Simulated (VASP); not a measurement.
# WC (Fm-3m) in VASP: notebook, part 2 of 2

VASP 6.6.1.

**3. Relaxation of cell and atoms, PBEsol, target pressure -2 GPa, at which the enthalpy is minimised**

This run uses another cell than the first one, of 10.54 Å³/atom, 1.041 times its volume.

Input file INCAR:

```
SYSTEM = WC
PREC = Accurate ; ENCUT = 600
EDIFF = 1E-6 ; ISMEAR = 1
SIGMA = 0.1 ; LREAL = .False.
LASPH = .True. ; NELM = 60
ALGO = Normal ; ISIF = 3
LWAVE = .False. ; LCHARG = .False.
GGA = PS ; IBRION = 2
NSW = 80 ; EDIFFG = -0.02
PSTRESS = -20.0
```

Input file KPOINTS:

```
regular mesh
0
Gamma
  11 11 11
  0 0 0
```

Input file POSCAR:

```
WC
1.0
    0.0000000000      2.1926840000      2.1926840000
    2.1926840000      0.0000000000      2.1926840000
    2.1926840000      2.1926840000      0.0000000000
W C
1 1
Direct
    0.0000000000      0.0000000000      0.0000000000
    0.5000000000      0.5000000000      0.5000000000
```

Potentials or basis: VASP PAW PBE potentials, release 64 (W_sv, C).

The run is started by

```sh
> cat potpaw_PBE.64/W_sv/POTCAR potpaw_PBE.64/C/POTCAR > POTCAR
> mpirun -np 1 vasp_std > vasp.out
```

It took 23 s on 1 thread of Intel Xeon 6975P-C (Granite Rapids), shared host; peak memory 0.18 GiB.

Results (log left out):

```
Free energy                                            : -22.9832 eV
Relaxed volume                                         : 10.34 Å³/atom
Relaxed cell                                           : a = 3.081 Å, b = 3.081 Å, c = 3.081 Å, α = 60.00°, β = 60.00°, γ = 60.00°
Space group after relaxing (to 0.05 Å)                 : Fm-3m (No. 225)
Energy change on relaxing (the enthalpy is what falls) : -7.1 meV/atom
Ionic steps                                            : 3
Pressure after relaxing                                : -2.1 GPa
```

Step by step:
| step | energy change (eV) | largest force (eV/Å) | pressure (GPa) | volume (Å³) |
| --- | --- | --- | --- | --- |
| 1 | 0.0000 | 0.0000 | -9.11 | 21.08 |
| 2 | 0.0347 | 0.0000 | 18.77 | 19.69 |
| 3 | -0.0142 | 0.0000 | -2.12 | 20.68 |

Final structure:
```
W C
1.0
     0.00000    2.17875    2.17875
     2.17875    0.00000    2.17875
     2.17875    2.17875    0.00000
W C
1 1
Direct
  0.00000 0.00000 0.00000
  0.50000 0.50000 0.50000
```

Levels at points of the mesh, in eV from the Fermi level:
```csv
k point,band 5,band 6,band 7,band 8,band 9,band 10,band 11,band 12,band 13
"(0.00, 0.00, 0.00)",-15.95,-2.84,-2.84,-2.84,-1.06,-1.06,-1.06,-0.99,-0.99
```

Caveat: the cell is relaxed towards a set pressure, so the enthalpy falls and the energy may rise; the bands computed are all filled at some k points, so no gap is given; the PAW data sets were made with another functional, which shifts forces and pressure a little; spin-orbit coupling is left out, which moves the levels of the heavy elements.

**4. Relaxation of cell and atoms, PBEsol**

This run uses another cell than the first one, of 10.54 Å³/atom, 1.041 times its volume.

Input file INCAR:

```
SYSTEM = WC
PREC = Accurate ; ENCUT = 600
EDIFF = 1E-6 ; ISMEAR = 1
SIGMA = 0.1 ; LREAL = .FALSE.
LASPH = .TRUE. ; NELM = 100
ALGO = Normal ; ISIF = 3
LWAVE = .FALSE. ; LCHARG = .FALSE.
GGA = PS ; IBRION = 2
NSW = 80 ; EDIFFG = -0.02
```

Input file KPOINTS:

```
regular mesh
0
G
  11 11 11
  0 0 0
```

POSCAR is that of step 3.

The run is started by

```sh
> cat potpaw_PBE.64/W_sv/POTCAR potpaw_PBE.64/C/POTCAR > POTCAR
> mpirun -np 1 vasp_std > vasp.out
```

Run time: 22 s. Hardware: 1 thread of Intel Xeon 6975P-C (Granite Rapids), shared host; peak memory 0.18 GiB.

Results (log left out):

```yaml
Free_energy: -22.9840 eV
Relaxed_volume: 10.29 Å³/atom
Relaxed_cell: a = 3.076 Å, b = 3.076 Å, c = 3.076 Å, α = 60.00°, β = 60.00°, γ = 60.00°
Space_group_after_relaxing_to_0.05_Å: Fm-3m (No. 225)
Energy_gained_by_relaxing: 7.5 meV/atom
Ionic_steps: 3
Pressure_after_relaxing: -0.2 GPa
```

The path:
```
step  energy change (eV)  largest force (eV/Å)  pressure (GPa)  volume (Å³)
   1              0.0000                0.0000           -9.11        21.08
   2              0.0906                0.0000           28.33        19.31
   3             -0.0149                0.0000           -0.20        20.58
```

Final structure:
```xyz
2
Lattice="0.0000 2.1752 2.1752 2.1752 0.0000 2.1752 2.1752 2.1752 0.0000" Properties=species:S:1:pos:R:3 pbc="T T T"
W     0.0000    0.0000    0.0000
C     2.1752    2.1752    2.1752
```

Levels at points of the mesh, in eV from the Fermi level:
```csv
k point,band 5,band 6,band 7,band 8,band 9,band 10,band 11,band 12,band 13
"(0.00, 0.00, 0.00)",-15.99,-2.85,-2.85,-2.85,-1.07,-1.07,-1.07,-1.00,-1.00
```

Caveat: the bands computed are all filled at some k points, so no gap is given; the PAW data sets were made with another functional, which shifts forces and pressure a little; spin-orbit coupling is left out, which moves the levels of the heavy elements.

**5. Relaxation of cell and atoms, PBEsol, target pressure 2 GPa, at which the enthalpy is minimised**

This run uses another cell than the first one, of 10.54 Å³/atom, 1.041 times its volume.

Edit INCAR of step 4 so:

```diff
@@ -9 +9,2 @@
 NSW = 80 ; EDIFFG = -0.02
+PSTRESS = 20.0
```

KPOINTS is that of step 4.

POSCAR is that of step 4.

The run is started by

```sh
> cat potpaw_PBE.64/W_sv/POTCAR potpaw_PBE.64/C/POTCAR > POTCAR
> mpirun -np 1 vasp_std > vasp.out
```

It took 28 s on 1 thread of Intel Xeon 6975P-C (Granite Rapids), shared host; peak memory 0.18 GiB.

Results (log left out):

```
Free energy                                            : -22.9834 eV
Relaxed volume                                         : 10.23 Å³/atom
Relaxed cell                                           : a = 3.070 Å, b = 3.070 Å, c = 3.070 Å, α = 60.00°, β = 60.00°, γ = 60.00°
Space group after relaxing (to 0.05 Å)                 : Fm-3m (No. 225)
Energy change on relaxing (the enthalpy is what falls) : -7.2 meV/atom
Ionic steps                                            : 4
Pressure after relaxing                                : 1.9 GPa
```

The path:
```tsv
step	energy change (eV)	largest force (eV/Å)	pressure (GPa)	volume (Å³)
1	0.0000	0.0000	-9.11	21.08
2	0.1691	0.0000	38.75	18.93
3	-0.0145	0.0000	1.68	20.48
4	-0.0143	0.0000	1.93	20.47
```

Final structure:
```xyz
2
Lattice="0.0000 2.1712 2.1712 2.1712 0.0000 2.1712 2.1712 2.1712 0.0000" Properties=species:S:1:pos:R:3 pbc="T T T"
W     2.1712    2.1712    0.0000
C     2.1712    2.1712    2.1712
```

Levels at points of the mesh, in eV from the Fermi level:
```csv
k point,band 6,band 7,band 8,band 9,band 10,band 11,band 12,band 13
"(0.00, 0.00, 0.00)",-2.88,-2.88,-2.88,-1.08,-1.08,-1.08,-1.00,-1.00
```

Caveat: the cell is relaxed towards a set pressure, so the enthalpy falls and the energy may rise; the bands computed are all filled at some k points, so no gap is given; the PAW data sets were made with another functional, which shifts forces and pressure a little; spin-orbit coupling is left out, which moves the levels of the heavy elements.

**6. The runs side by side**

| task | cell | cutoff (eV) | pressure (GPa) |
| --- | --- | --- | --- |
| single point | a = 3.060 Å, angles 60.0°, 2 atoms | 520 | 6.2 |
| relaxation of cell and atoms | relaxed to -2 GPa from a = 3.101 Å, angles 60.0°, 2 atoms | 600 | -2.1 |
| relaxation of cell and atoms | relaxed from a = 3.101 Å, angles 60.0°, 2 atoms | 600 | -0.2 |
| relaxation of cell and atoms | relaxed to 2 GPa from a = 3.101 Å, angles 60.0°, 2 atoms | 600 | 1.9 |

Alike in all rows: level PBEsol; potentials or basis VASP PAW PBE potentials, release 64 (W_sv, C); no spin polarisation; k mesh 11 × 11 × 11; smearing methfessel-paxton 0.1 eV.

Caveats: the PAW data sets were made with another functional, which shifts forces and pressure a little; spin-orbit coupling is left out, which moves the levels of the heavy elements; the bands computed are all filled at some k points, so no gap is given (some runs); the cell is relaxed towards a set pressure, so the enthalpy falls and the energy may rise (some runs).

Total energies depend on the potentials used, so only differences within one code and one set of settings carry meaning.
